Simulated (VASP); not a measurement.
Write the native input for VASP 6.6.1 that does the following.

```
Task                   : relaxation of cell and atoms
Functional             : PBE
Potentials or basis    : VASP PAW PBE potentials, release 64 (Cu)
Cutoff                 : 590 eV
k mesh                 : 24 × 24 × 24
Occupations            : fermi-dirac, width 0.15 eV
Spin                   : no spin polarisation
Dipole correction      : no
Second try             : not_converged
Further INCAR settings : ALGO = All; EDIFF = 1e-07; IBRION = 2; EDIFFG = -0.001; NSW = 80; ISIF = 3
```

The structure of Cu lies in POSCAR:

```
Cu
1.0
   -1.4278343440      1.4278343440      1.3413077449
    1.4278343440     -1.4278343440      1.3413077449
    1.4278343440      1.4278343440     -1.3413077449
Cu
1
Direct
    0.0000000000      0.0000000000      0.0000000000
```

These files were run (other wordings do the same):

INCAR

```
  ALGO = All
  EDIFF = 1E-7
  EDIFFG = -0.001
  ENCUT = 590
  GGA = PE
  GGA_COMPAT = False
  IBRION = 2
  ISEARCH = 1
  ISIF = 3
  ISMEAR = -1
  KPAR = 4
  LASPH = True
  LCHARG = False
  LREAL = False
  LWAVE = False
  NELM = 300
  NELMIN = 4
  NSW = 80
  PREC = Accurate
  SIGMA = 0.15
```

KPOINTS

```
k-points
0
Gamma
  24 24 24
```

Potentials or basis: VASP PAW PBE potentials, release 64 (Cu).

Run with:

```sh
$ cat potpaw_PBE.64/Cu/POTCAR > POTCAR
$ mpirun -np 4 vasp_std > vasp.out
```

It gave:

| Property | Result |
| --- | --- |
| Relaxed volume | 12.08 Å³/atom |
| Relaxed cell | a = 2.506 Å, b = 2.506 Å, c = 2.506 Å, α = 107.77°, β = 107.77°, γ = 112.93° |
| Space group after relaxing (to 0.1 Å) | I4/mmm (No. 139) |
| Energy gained by relaxing | 55.0 meV/atom |
| Ionic steps | 30 |
| Pressure after relaxing | 0.0 GPa |
| Band gap on the k mesh | zero (an odd number of electrons rules out a gap without spin polarisation) |

It took 4 min on 4 MPI ranks on Intel(R) Xeon(R) 6975P-C (Granite Rapids), on a shared host, peak memory 0.41 GiB a rank.
